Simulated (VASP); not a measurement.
Here is a VASP 6.6.1 calculation.

INCAR

```
SYSTEM = Co
PREC     = Accurate       ! precision mode
ENCUT    = 520            ! plane-wave cutoff, eV
EDIFF    = 1E-7           ! SCF threshold, eV
ISMEAR   = -1             ! smearing method
SIGMA    = 0.05           ! smearing width, eV
LREAL    = .FALSE.        ! projectors in reciprocal space
LASPH    = .TRUE.         ! aspherical terms in the spheres
NELM     = 150            ! most SCF steps
ALGO     = Normal         ! electronic algorithm
ISIF     = 2              ! what is computed and relaxed
LWAVE    = .FALSE.        ! write WAVECAR
LCHARG   = .FALSE.        ! write CHGCAR
ISPIN    = 2              ! spin polarisation
MAGMOM   = 1.729 1.729    ! initial moments
LORBIT   = 11             ! projections on sites
LMAXMIX  = 4              ! l up to which the mixer works
GGA      = RP             ! functional
NBANDS   = 20             ! bands
```

Contents of KPOINTS:

```
Automatic mesh
0
G
  23 23 13
  0 0 0
```

File POSCAR:

```
Co
1.0
    2.4141577816      0.0000000000      0.0000000000
   -1.2070788908      2.0907219676      0.0000000000
    0.0000000000      0.0000000000      3.8996838946
Co
2
Direct
    0.3333333333      0.6666666667      0.2500000000
    0.6666666667      0.3333333333      0.7500000000
```

Potentials or basis: VASP PAW PBE potentials, release 64 (Co).

The run is started by

```sh
$ cat potpaw_PBE.64/Co/POTCAR > POTCAR
$ mpirun -np 1 vasp_std > vasp.out
```

(1) Predict the net moment.

(2) Predict the pressure.

(3) Estimate the site moments.

Results:

(1) 3.09 μB per cell.

(2) 32.0 GPa.

(3) Co +1.55 μB.

Caveat: the cell stands under pressure; the PAW data sets were made with another functional, which shifts forces and pressure a little.
